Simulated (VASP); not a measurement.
# Al5HO8 (P6_3mc) in VASP: electric field gradients with r2SCAN

Aim: the electric field gradients of Al5HO8 with r2SCAN.

Everything below comes from runs of VASP 6.6.1. Logs are shortened: lines on timing, memory, paths and dates and some standing lists are left out, and cuts for length are marked.

## Step 1: The cell of the first run

Symmetry: P6_3mc, No. 186, hexagonal system. Conventional cell: a = 5.571 Å, b = 5.571 Å, c = 8.750 Å, α = 90.00°, β = 90.00°, γ = 120.00°. Within 2.4 Å of Al (site symmetry m) lie 6 O at 1.84 to 1.95 Å. Al (site symmetry 3m) has 6 O at 1.86 to 2.01 Å within 2.5 Å. Within 2.4 Å of Al (site symmetry 3m) lie 4 O at 1.80 to 1.81 Å. Within 1.3 Å of H (site symmetry 3m) lie 1 O at 0.98 Å. Within 1.3 Å of O (site symmetry 3m) lie 1 H at 0.98 Å. O (site symmetry m) has 4 Al at 1.80 to 2.01 Å within 2.4 Å. O (site symmetry m) has 3 Al at 1.84 to 1.86 Å and 1 H at 2.16 Å within 2.4 Å. Within 2.4 Å of O (site symmetry 3m) lie 4 Al at 1.81 to 1.89 Å.

## Step 2: Electric field gradients, r2SCAN

Contents of POSCAR:

```
Al5HO8
1.0
    5.5708079050      0.0000000000      0.0000000000
   -2.7854039525      4.8244611653      0.0000000000
    0.0000000000      0.0000000000      8.7503067100
Al H O
10 2 16
Direct
    0.1657044150      0.3314088300      0.3657808300
    0.6685911700      0.8342955850      0.3657808300
    0.1657044150      0.8342955850      0.3657808300
    0.8342955850      0.6685911700      0.8657808300
    0.3314088300      0.1657044150      0.8657808300
    0.8342955850      0.1657044150      0.8657808300
    0.6666666667      0.3333333333      0.1583661700
    0.3333333333      0.6666666667      0.6583661700
    0.3333333333      0.6666666667      0.0481131500
    0.6666666667      0.3333333333      0.5481131500
    0.0000000000      0.0000000000      0.0971055000
    0.0000000000      0.0000000000      0.5971055000
    0.0000000000      0.0000000000      0.9850546900
    0.0000000000      0.0000000000      0.4850546900
    0.5144430700      0.0288861400      0.0010842500
    0.9711138600      0.4855569300      0.0010842500
    0.5144430700      0.4855569300      0.0010842500
    0.4855569300      0.9711138600      0.5010842500
    0.0288861400      0.5144430700      0.5010842500
    0.4855569300      0.5144430700      0.5010842500
    0.8340480000      0.1659520000      0.2626527900
    0.8340480000      0.6680960000      0.2626527900
    0.3319040000      0.1659520000      0.2626527900
    0.1659520000      0.8340480000      0.7626527900
    0.1659520000      0.3319040000      0.7626527900
    0.6680960000      0.8340480000      0.7626527900
    0.3333333333      0.6666666667      0.2548711100
    0.6666666667      0.3333333333      0.7548711100
```

Contents of INCAR.step1:

```
  PREC = Accurate
  ENCUT = 520
  ISMEAR = -1
  SIGMA = 0.02
  LREAL = Auto
  LASPH = T
  NELM = 100
  NBANDS = 84
  GGA = PE
  ALGO = Normal
  EDIFF = 1E-4
  LWAVE = T
  LCHARG = F
```

Contents of INCAR.step2:

```
  PREC = Accurate
  ENCUT = 520
  EDIFF = 1E-8
  ISMEAR = -1
  SIGMA = 0.02
  LREAL = Auto
  LASPH = T
  NELM = 100
  ALGO = Normal
  ISIF = 2
  LWAVE = F
  LCHARG = F
  METAGGA = R2SCAN
  LMIXTAU = T
  LEFG = T
  NBANDS = 84
  ISTART = 1
```

Contents of KPOINTS:

```
regular mesh
0
Gamma
  5 5 3
```

Potentials or basis: VASP PAW PBE potentials, release 64 (Al, H, O).

Launch:

```
> cat potpaw_PBE.64/Al/POTCAR potpaw_PBE.64/H/POTCAR potpaw_PBE.64/O/POTCAR > POTCAR
> cp INCAR.step1 INCAR
> mpirun -np 1 vasp_std > vasp.out
> cp INCAR.step2 INCAR
> mpirun -np 1 vasp_std > vasp.out
```

OUTCAR:

```text
PREC = Accurate
   ENCUT = 520
   EDIFF = 1E-8
   ISMEAR = -1
   LREAL = Auto
   LASPH = T
   NELM = 100
   ISIF = 2
   METAGGA = R2SCAN
   ISTART = 1

 ion  position               nearest neighbor table
   1  0.166  0.331  0.366-  21 1.84  23 1.84  27 1.89  14 1.91  20 1.95  19 1.95   2 2.77   3 2.77
                             2 2.80   3 2.80   8 3.03  10 3.21  10 3.21   9 3.22   7 3.32   7 3.32
   2  0.669  0.834  0.366-  21 1.84  22 1.84  27 1.89  14 1.91  20 1.95  18 1.95   1 2.77   3 2.77
                             1 2.80   3 2.80   8 3.03  10 3.21  10 3.21   9 3.22   7 3.32   7 3.32
   3  0.166  0.834  0.366-  23 1.84  22 1.84  27 1.89  14 1.91  19 1.95  18 1.95   1 2.77   2 2.77
                             1 2.80   2 2.80   8 3.03  10 3.21  10 3.21   9 3.22   7 3.32   7 3.32
   4  0.834  0.669  0.866-  24 1.84  26 1.84  28 1.89  13 1.91  17 1.95  16 1.95   5 2.77   6 2.77
                             6 2.80   5 2.80   7 3.03   9 3.21   9 3.21  10 3.22   8 3.32   8 3.32
   5  0.331  0.166  0.866-  24 1.84  25 1.84  28 1.89  13 1.91  17 1.95  15 1.95   4 2.77   6 2.77
                             4 2.80   6 2.80   7 3.03   9 3.21   9 3.21  10 3.22   8 3.32   8 3.32
   6  0.834  0.166  0.866-  26 1.84  25 1.84  28 1.89  13 1.91  16 1.95  15 1.95   4 2.77   5 2.77
                             4 2.80   5 2.80   7 3.03   9 3.21   9 3.21  10 3.22   8 3.32   8 3.32
   7  0.667  0.333  0.158-  21 1.86  22 1.86  23 1.86  15 2.01  16 2.01  17 2.01   6 3.03   4 3.03
                             5 3.03   2 3.32   1 3.32   3 3.32   3 3.32   2 3.32   1 3.32   9 3.36
   8  0.333  0.667  0.658-  24 1.86  25 1.86  26 1.86  18 2.01  19 2.01  20 2.01   3 3.03   1 3.03
                             2 3.03   5 3.32   4 3.32   6 3.32   6 3.32   5 3.32   4 3.32  10 3.36
   9  0.333  0.667  0.048-  15 1.80  16 1.80  17 1.80  27 1.81   5 3.21   4 3.21   6 3.21   6 3.21
                             5 3.21   4 3.21   3 3.22   1 3.22   2 3.22   7 3.36   7 3.36   7 3.36
  10  0.667  0.333  0.548-  18 1.80  19 1.80  20 1.80  28 1.81   2 3.21   1 3.21   3 3.21   3 3.21
                             2 3.21   1 3.21   6 3.22   4 3.22   5 3.22   8 3.36   8 3.36   8 3.36
  11  0.000  0.000  0.097-  13 0.98
  12  0.000  0.000  0.597-  14 0.98
  13  0.000  0.000  0.985-  11 0.98   4 1.91   6 1.91   5 1.91
  14  0.000  0.000  0.485-  12 0.98   1 1.91   3 1.91   2 1.91
  15  0.514  0.029  0.001-   9 1.80   6 1.95   5 1.95   7 2.01
  16  0.971  0.486  0.001-   9 1.80   6 1.95   4 1.95   7 2.01
  17  0.514  0.486  0.001-   9 1.80   5 1.95   4 1.95   7 2.01
  18  0.486  0.971  0.501-  10 1.80   3 1.95   2 1.95   8 2.01
  19  0.029  0.514  0.501-  10 1.80   3 1.95   1 1.95   8 2.01
  20  0.486  0.514  0.501-  10 1.80   2 1.95   1 1.95   8 2.01
  21  0.834  0.166  0.263-   2 1.84   1 1.84   7 1.86
  22  0.834  0.668  0.263-   3 1.84   2 1.84   7 1.86
  23  0.332  0.166  0.263-   3 1.84   1 1.84   7 1.86
  24  0.166  0.834  0.763-   5 1.84   4 1.84   8 1.86
  25  0.166  0.332  0.763-   6 1.84   5 1.84   8 1.86
  26  0.668  0.834  0.763-   6 1.84   4 1.84   8 1.86
  27  0.333  0.667  0.255-   9 1.81   3 1.89   1 1.89   2 1.89
  28  0.667  0.333  0.755-  10 1.81   6 1.89   4 1.89   5 1.89

  LATTYP: Found a hexagonal cell.
 ALAT       =     5.5708079050
 C/A-ratio  =     1.5707428544

  Lattice vectors:

 A1 = (   5.5708079050,   0.0000000000,   0.0000000000)
 A2 = (  -2.7854039525,   4.8244611653,   0.0000000000)
 A3 = (   0.0000000000,   0.0000000000,   8.7503067100)

Analysis of symmetry for initial positions (statically):
=====================================================================
 Subroutine PRICEL returns:
 Original cell was already a primitive cell.

 Routine SETGRP: Setting up the symmetry group for a
 hexagonal supercell.

 Subroutine GETGRP returns: Found 12 space group operations
 (whereof  6 operations were pure point group operations)
 out of a pool of 24 trial point group operations.

The static configuration has the point symmetry C_3v.
 The point group associated with its full space group is C_6v.

Analysis of symmetry for dynamics (positions and initial velocities):
=====================================================================
 Subroutine PRICEL returns:
 Original cell was already a primitive cell.

 Routine SETGRP: Setting up the symmetry group for a
 hexagonal supercell.

 Subroutine GETGRP returns: Found 12 space group operations
 (whereof  6 operations were pure point group operations)
 out of a pool of 24 trial point group operations.

The dynamic configuration has the point symmetry C_3v.
 The point group associated with its full space group is C_6v.

 Subroutine INISYM returns: Found 12 space group operations
 (whereof  6 operations are pure point group operations),
 and found     1 'primitive' translations

----------------------------------------------------------------------------------------

                                     Primitive cell

  volume of cell :     235.1745

[... 133 lines left out ...]
   POTIM  = 0.5000    time-step for ionic-motion
   TEBEG  =    0.0;   TEEND  =   0.0 temperature during run
   PSTRESS=    0.0 pullay stress
   NELECT =     128.0000    total number of electrons
   NUPDOWN=      -1.0000    fix difference up-down
   EMIN   =  10.00;   EMAX   =-10.00  energy-range for DOS
   EFERMI =   0.00;   METHOD = LEGACY
   ISMEAR =    -1;   SIGMA  =   0.02  broadening in eV -4-tet -1-fermi 0-gaus
   EFERMI_NEDOS =   21; number of points for ismear=-14 and -15
   IALGO  =     38    algorithm
   IMIX   =      4    mixing-type and parameters
     AMIX     =   0.40;   BMIX     =  1.00
     AMIX_MAG =   1.60;   BMIX_MAG =  1.00
  volume/ion in A,a.u.               =       8.40        56.68
  Fermi-wavevector in a.u.,A,eV,Ry     =   1.336641  2.525885 24.308288  1.786609
  Thomas-Fermi vector in A             =   2.465252
   LORBIT       =      0    0 simple, 1 ext, 2 COOP (PROOUT), +10 PAW based schemes
   METAGGA = R2SCAN    functional components
   LHFCALC =     F    Hartree Fock is set to
   AEXX    =    0.0000 exact exchange contribution
   IVDW    =     0    specifies the selected vdW correction
   LEPSILON=     F    determine dielectric tensor
   LRPA    =     F    only Hartree local field effects (RPA)
 non-spin polarized calculation
  energy-cutoff  :      520.00
  volume of cell :      235.17
 maximum number of plane-waves:      6354
 NGX is ok and might be reduce to    42
   NGX = 21   NGY = 21   NGZ = 33

 number of electron     127.9999977 magnetization

 Free energy of the ion-electron system (eV)
  ---------------------------------------------------
  ext. energy  EPLUGINS =         0.00000000
  ---------------------------------------------------
  free energy    TOTEN  =      -256.82520530 eV

  energy without entropy =     -256.82520530  energy(sigma->0) =     -256.82520530

 E-fermi :   6.0609     XC(G=0): -11.9232

 val. band max:        5.6122726506   @ k =   0.0000   0.0000   0.0000
 cond. band min:      11.5809497566   @ k =   0.0000   0.0000   0.0000
 fundamental gap:      5.9686771060
 Fermi energy:         6.0608700316

 k-point     1 :       0.0000    0.0000    0.0000
  band No.  band energies     occupation
      1     -15.6207      2.00000
      2     -15.3241      2.00000
      3     -14.5396      2.00000
      4     -14.3237      2.00000
      5     -13.7561      2.00000
      6     -13.2894      2.00000
[... 779 lines left out ...]
     75      16.7990      0.00000
     76      16.8199      0.00000
 [bands above 76 left out]

------------------------ aborting loop because EDIFF is reached ----------------------------------------

  FORCE on cell =-STRESS in cart. coord.  units (eV):
  Direction    XX          YY          ZZ          XY          YZ          ZX
  --------------------------------------------------------------------------------------
  -------------------------------------------------------------------------------------
  Total        0.4712213      0.4712213      0.4498996      0.0000000      0.0000000      0.0000000
  in kB        3.2102969      3.2102969      3.0650383      0.0000000      0.0000000      0.0000000
  external PRESSURE =       3.1618774 kB  Pullay stress =       0.0000000 kB

 VOLUME and BASIS-vectors are now :
 -----------------------------------------------------------------------------
  energy-cutoff  :      520.00
  volume of cell :      235.17
      direct lattice vectors                 reciprocal lattice vectors
     5.570807905  0.000000000  0.000000000     0.179507177  0.103638517  0.000000000
    -2.785403952  4.824461165  0.000000000     0.000000000  0.207277034  0.000000000
     0.000000000  0.000000000  8.750306710     0.000000000  0.000000000  0.114281708

 POSITION                                       TOTAL-FORCE (eV/Angst)
 -----------------------------------------------------------------------------------
      0.00000      1.59887      3.20069        -0.000000      0.003310      0.007490
      1.40074      4.02503      3.20069        -0.002867     -0.001655      0.007490
     -1.40074      4.02503      3.20069         0.002867     -0.001655      0.007490
      2.78540      3.22559      7.57585        -0.000000     -0.003310      0.007490
      1.38466      0.79943      7.57585         0.002867      0.001655      0.007490
      4.18615      0.79943      7.57585        -0.002867      0.001655      0.007490
[... 20 lines left out ...]
     -0.00000      3.21631      2.23020        -0.000000     -0.000000     -0.000926
      2.78540      1.60815      6.60535        -0.000000     -0.000000     -0.000926
 -----------------------------------------------------------------------------------
    total drift:                               -0.000000     -0.000000      0.064220

  FREE ENERGIE OF THE ION-ELECTRON SYSTEM (eV)
  ---------------------------------------------------
  free  energy   TOTEN  =      -256.8252052983 eV

  energy  without entropy=     -256.8252052982  energy(sigma->0) =     -256.82520530

 Electric field gradients (V/A^2)
---------------------------------------------------------------------
 ion       V_xx      V_yy      V_zz      V_xy      V_xz      V_yz
---------------------------------------------------------------------
   1     -10.083     2.126     7.957    -0.000    -0.000    -7.178
   2      -0.926    -7.031     7.957     5.287     6.216     3.589
   3      -0.926    -7.031     7.957    -5.287    -6.216     3.589
   4     -10.083     2.126     7.957    -0.000     0.000     7.178
   5      -0.926    -7.031     7.957     5.287    -6.216    -3.589
   6      -0.926    -7.031     7.957    -5.287     6.216    -3.589
[... 20 lines left out ...]
  27     -11.421   -11.422    22.843    -0.001    -0.000     0.000
  28     -11.421   -11.422    22.843    -0.001     0.000    -0.000
---------------------------------------------------------------------

 Electric field gradients after diagonalization (V/A^2)
 (convention: |V_zz| > |V_xx| > |V_yy|)
----------------------------------------------------------------------
 ion       V_xx      V_yy      V_zz     asymmetry (V_yy - V_xx)/ V_zz
----------------------------------------------------------------------
   1     -10.083    -2.706    12.789       0.577
   2     -10.083    -2.706    12.789       0.577
   3     -10.083    -2.706    12.789       0.577
   4     -10.083    -2.706    12.789       0.577
   5     -10.083    -2.706    12.789       0.577
   6     -10.083    -2.706    12.789       0.577
[... 20 lines left out ...]
  27     -11.422   -11.420    22.843       0.000
  28     -11.422   -11.420    22.843       0.000
----------------------------------------------------------------------

           NMR quadrupolar parameters

 Cq : quadrupolar parameter    Cq=e*Q*V_zz/h
 eta: asymmetry parameters     (V_yy - V_xx)/ V_zz
 Q  : nuclear electric quadrupole moment in mb (millibarn)
----------------------------------------------------------------------
 ion       Cq(MHz)       eta       Q (mb)
----------------------------------------------------------------------
   1       0.031       0.577       1.000
   2       0.031       0.577       1.000
   3       0.031       0.577       1.000
   4       0.031       0.577       1.000
   5       0.031       0.577       1.000
   6       0.031       0.577       1.000
[... 20 lines left out ...]
  27       0.055       0.000       1.000
  28       0.055       0.000       1.000
----------------------------------------------------------------------
```

Run time: 22 min. Hardware: 1 thread of Intel Xeon Platinum 8259CL at 2.50GHz (Skylake/Cascade Lake), shared host; peak memory 0.44 GiB.

Results:

```yaml
Free_energy: -256.8252 eV
Pressure: 0.3 GPa
Largest_force: 0.009 eV/Å
Band_gap_on_the_k_mesh: 5.97 eV, direct
```

Forces in eV/Å, atoms in the order of the input:
```
Al   0.000  0.003  0.007
Al  -0.003 -0.002  0.007
Al   0.003 -0.002  0.007
Al   0.000 -0.003  0.007
Al   0.003  0.002  0.007
Al  -0.003  0.002  0.007
Al   0.000  0.000 -0.006
Al   0.000  0.000 -0.006
Al   0.000  0.000  0.007
Al   0.000  0.000  0.007
H    0.000  0.000  0.002
H    0.000  0.000  0.002
O    0.000  0.000 -0.009
O    0.000  0.000 -0.009
O    0.000 -0.003  0.000
O    0.003  0.002  0.000
O   -0.003  0.002  0.000
O    0.000  0.003  0.000
O   -0.003 -0.002  0.000
O    0.003 -0.002  0.000
O   -0.003  0.002 -0.006
O    0.000 -0.003 -0.006
O    0.003  0.002 -0.006
O    0.003 -0.002 -0.006
O    0.000  0.003 -0.006
O   -0.003 -0.002 -0.006
O    0.000  0.000 -0.001
O    0.000  0.000 -0.001
```

Electric field gradients, principal values (V/Å²):
```csv
atom,least,middle,greatest (by size)
1 Al,-2.706,-10.083,12.789
2 Al,-2.706,-10.083,12.789
3 Al,-2.706,-10.083,12.789
4 Al,-2.706,-10.083,12.789
5 Al,-2.706,-10.083,12.789
6 Al,-2.706,-10.083,12.789
7 Al,-2.442,-2.442,4.884
8 Al,-2.442,-2.442,4.884
9 Al,-9.147,-9.148,18.295
10 Al,-9.147,-9.148,18.295
11 H,-17.724,-17.725,35.449
12 H,-17.724,-17.725,35.449
13 O,-50.654,-50.658,101.312
14 O,-50.654,-50.658,101.312
15 O,-12.531,-15.641,28.172
16 O,-12.531,-15.641,28.172
17 O,-12.535,-15.641,28.176
18 O,-12.531,-15.641,28.172
19 O,-12.531,-15.641,28.172
20 O,-12.535,-15.641,28.176
21 O,11.001,33.009,-44.011
22 O,11.002,33.009,-44.011
23 O,11.002,33.009,-44.011
24 O,11.001,33.009,-44.011
25 O,11.002,33.009,-44.011
26 O,11.002,33.009,-44.011
27 O,-11.420,-11.422,22.843
28 O,-11.420,-11.422,22.843
```

Caveat: without QUAD_EFG the Cq values of the log hold for a quadrupole moment of 1 mb, not for the nuclei; the PAW data sets were made with another functional, which shifts forces and pressure a little. A k mesh can miss the band edges.
